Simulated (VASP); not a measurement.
Input of a VASP 6.6.1 run:

The input INCAR:

```
SYSTEM = BaTiO3
PREC = Accurate
ENCUT = 520
EDIFF = 1E-6
ISMEAR = 0
SIGMA = 0.01
LREAL = .FALSE.
LASPH = .TRUE.
NELM = 100
ALGO = Normal
ISIF = 2
LWAVE = .FALSE.
LCHARG = .FALSE.
GGA = PS
NBANDS = 28
```

The input KPOINTS:

```
Automatic mesh
0
G
  6 6 6
  0 0 0
```

File POSCAR:

```
BaTiO3
1.0
    2.7612413727      1.5942034498      2.2547037995
   -2.7612413727      1.5942034498      2.2547037995
    0.0000000000     -3.1884068996      2.2547037995
Ba Ti O
1 1 3
Direct
    0.0029901430      0.0029901430      0.0029901430
    0.5009320934      0.5009320934      0.5009320934
    0.5049268338      0.5049268338      0.0054240960
    0.0054240960      0.5049268338      0.5049268338
    0.5049268338      0.0054240960      0.5049268338
```

Potentials or basis: VASP PAW PBE potentials, release 64 (Ba_sv, Ti_sv, O).

Command:

```sh
$ cat potpaw_PBE.64/Ba_sv/POTCAR potpaw_PBE.64/Ti_sv/POTCAR potpaw_PBE.64/O/POTCAR > POTCAR
$ mpirun -np 1 vasp_std > vasp.out
```

Q: Predict the band gap on the k mesh.

A: 1.85 eV (least direct gap 1.92 eV).

Q: Predict the largest force.

A: 0.010 eV/Å.

Q: What does it give for the pressure?

A: 12.4 GPa.

Forces on the atoms (eV/Å):
```
Ba   0.000  0.000  0.006
Ti   0.000  0.000  0.010
O    0.000  0.005 -0.005
O   -0.004 -0.002 -0.005
O    0.004 -0.002 -0.005
```

Caveat: the cell stands under pressure; the PAW data sets were made with another functional, which shifts forces and pressure a little; spin-orbit coupling is left out, which moves the levels of the heavy elements. A hybrid or GW would open this gap; PBEsol tends to underestimate it.
